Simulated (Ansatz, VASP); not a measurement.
## Two plane-wave programs on SnSe

Contents of INCAR:

```
ALGO = Normal ; EDIFF = 1E-7
ENCUT = 520 ; GGA = PE
ISIF = 2 ; ISMEAR = -1
LASPH = T ; LCHARG = F
LREAL = F ; LWAVE = F
NBANDS = 50 ; NELM = 80
PREC = Accurate ; SIGMA = 0.02
```

KPOINTS

```
k-points
0
Gamma
  2 6 6
```

The input POSCAR:

```
SnSe
1.0
   11.8566505072      0.0000000000      0.0000000000
    0.0000000000      4.1707685649      0.0000000000
    0.0000000000      0.0000000000      4.6323153007
Sn Se
4 4
Direct
    0.6228570554      0.7500000000      0.3828628516
    0.8771429446      0.2500000000      0.8828628516
    0.3771429446      0.2500000000      0.6171371484
    0.1228570554      0.7500000000      0.1171371484
    0.1489717077      0.2500000000      0.5090710803
    0.6489717077      0.2500000000      0.9909289197
    0.3510282923      0.7500000000      0.0090710803
    0.8510282923      0.7500000000      0.4909289197
```

Input for Ansatz:

```yaml
crystal:
  lattice:
    - [11.8566505072, 0.0, 0.0]
    - [0.0, 4.1707685649, 0.0]
    - [0.0, 0.0, 4.6323153007]
  atoms:
    - { symbol: Sn, position: [0.6228570554, 0.75, 0.3828628516] }
    - { symbol: Sn, position: [0.8771429446, 0.25, 0.8828628516] }
    - { symbol: Sn, position: [0.3771429446, 0.25, 0.6171371484] }
    - { symbol: Sn, position: [0.1228570554, 0.75, 0.1171371484] }
    - { symbol: Se, position: [0.1489717077, 0.25, 0.5090710803] }
    - { symbol: Se, position: [0.6489717077, 0.25, 0.9909289197] }
    - { symbol: Se, position: [0.3510282923, 0.75, 0.0090710803] }
    - { symbol: Se, position: [0.8510282923, 0.75, 0.4909289197] }
kpoints:
  mp_grid: { grid: [2, 6, 6] }
  band_path:
    path:
      - [0.0, 0.0, 0.0]
      - [0.5, 0.0, 0.0]
      - [0.5, 0.5, 0.0]
      - [0.0, 0.5, 0.0]
      - [0.0, 0.0, 0.5]
      - [0.5, 0.0, 0.5]
      - [0.5, 0.5, 0.5]
      - [0.0, 0.5, 0.5]
      - [0.0, 0.3333333333, 0.0]
      - [0.0, 0.0, 0.328125]
      - [0.0, 0.346354, 0.0]
    npoints: 1
hamiltonian:
  xc: pbe
scf:
  occupations: { method: fermi_dirac, width: 0.02 }
  n_extra_bands: 6
output:
  forces: true
  stress: true
  eigenvalues: true
  write_density: true
  write_potential: true
  elf: true
  volumetric_format: npy
```

Change from the starting cell: epitaxial_xy strain +1.0%.

Alike in both runs: task single point; functional PBE; k mesh 2 × 6 × 6; occupations fermi-dirac, width 0.02 eV; no spin polarisation.

|  | VASP | Ansatz |
| --- | --- | --- |
| version | VASP 6.6.1 | Ansatz 0.2.0 |
| potentials or method | VASP PAW PBE potentials, release 64 (Sn_d, Se) | plane waves, PAW |
| plane-wave cutoff (eV) | 520 | 420 |
| valence electrons in the cell | 80 | 120 |

VASP gave:

```
gap on the k mesh at the Fermi level (eV) : 0.81
pressure (GPa)                            : 0.9
rms of the force components (eV/Å)        : 0.134
```

Question: What did Ansatz give for the same quantities?

Answer: gap on the k mesh at the Fermi level (eV): 0.81; pressure (GPa): 0.9; rms of the force components (eV/Å): 0.125.

Atom by atom the forces differ by 0.009 eV/Å (rms over components). The functional is the same, so the differences come from potentials, cutoffs and numerics. VASP's potentials hold 80 valence electrons a cell and Ansatz's 120, so a difference there can come from the potentials and not from the codes.
